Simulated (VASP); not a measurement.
A run of VASP 6.6.1 is set up as follows.

Contents of POSCAR:

```
GeCClO2
1.0
    2.8325090000      2.7992780000      0.0000000000
    2.8325090000     -2.7992780000      0.0000000000
    0.8191870000      0.0000000000     -8.9459720000
C Cl O Ge
2 2 4 2
Direct
    0.6330000000      0.3670000000      0.5000000000
    0.3670000000      0.6330000000      0.5000000000
    0.2730000000      0.2730000000      0.8811000000
    0.7270000000      0.7270000000      0.1189000000
    0.7880000000      0.3280000000      0.6109000000
    0.6720000000      0.2120000000      0.3891000000
    0.2120000000      0.6720000000      0.3891000000
    0.3280000000      0.7880000000      0.6109000000
    0.7732000000      0.7732000000      0.7770000000
    0.2268000000      0.2268000000      0.2230000000
```

File INCAR.step1:

```
  PREC = Accurate
  ENCUT = 520
  ISMEAR = -1
  SIGMA = 0.1
  LREAL = F
  LASPH = T
  NELM = 80
  NBANDS = 48
  NELECT = 73.0
  GGA = PE
  ALGO = Normal
  EDIFF = 1E-4
  LWAVE = T
  LCHARG = F
```

File INCAR.step2:

```
  PREC = Accurate
  ENCUT = 520
  EDIFF = 1E-6
  ISMEAR = -1
  SIGMA = 0.1
  LREAL = F
  LASPH = T
  NELM = 80
  ALGO = Normal
  ISIF = 2
  LWAVE = F
  LCHARG = T
  METAGGA = R2SCAN
  LMIXTAU = T
  LELF = T
  LVHAR = T
  NBANDS = 48
  NELECT = 73.0
  ISTART = 1
```

The input KPOINTS:

```
regular mesh
0
Gamma
  5 5 2
```

Potentials or basis: VASP PAW PBE potentials, release 64 (C, Cl, O, Ge_d).

Launch:

```bash
$ cat potpaw_PBE.64/C/POTCAR potpaw_PBE.64/Cl/POTCAR potpaw_PBE.64/O/POTCAR potpaw_PBE.64/Ge_d/POTCAR > POTCAR
$ cp INCAR.step1 INCAR
$ mpirun -np 1 vasp_std > vasp.out
$ cp INCAR.step2 INCAR
$ mpirun -np 1 vasp_std > vasp.out
```

(1) Predict the largest force.

Answers

(1) 4.670 eV/Å.

Caveat: the cell carries a net charge on a neutralising background, which shifts energy and pressure; the PAW data sets were made with another functional, which shifts forces and pressure a little; an odd number of electrons without spin polarisation forces a metal; a magnetic or distorted state may lie lower.
